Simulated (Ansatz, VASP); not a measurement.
**One calculation of Ir, two programs**

```xyz
1
Lattice="0.0000 1.9197 1.7037 1.9197 0.0000 1.7037 1.9197 1.9197 0.0000" Properties=species:S:1:pos:R:3 pbc="T T T"
Ir    0.0000    0.0000    0.0000
```

Change from the starting cell: strain -0.1125 x Voigt [0, 0, 1, 0, 0, 0], atoms carried along.

Alike in both runs: task single point; functional PBE; k mesh 22 × 22 × 22; occupations gaussian, width 0.15 eV; no spin polarisation.

```csv
,VASP,Ansatz
version,VASP 6.6.1,Ansatz 0.2.0
potentials or method,"VASP PAW PBE potentials, release 64 (Ir), cutoff 520 eV","scalar-relativistic, plane waves, PAW"
valence electrons in the cell,9,17
```

Ansatz gave:

```
gap on the k mesh at the Fermi level (eV)                     : none
pressure (GPa)                                                : 75.3
traceless stress, the component that is largest in VASP (GPa) : 35.15
```

Which values does VASP return?

gap on the k mesh at the Fermi level (eV): none; pressure (GPa): 77.0; traceless stress, the component that is largest in VASP (GPa): 35.08.

A gap of «none» marks a metal or a gap that the smearing closes. Both programs put the cell under a high pressure, so it lies far from rest at this level. VASP's potentials hold 9 valence electrons a cell and Ansatz's 17, so a difference there can come from the potentials and not from the codes.

Neither program's run includes spin-orbit coupling. Noted on VASP's run: the cell as given lies far from equilibrium.
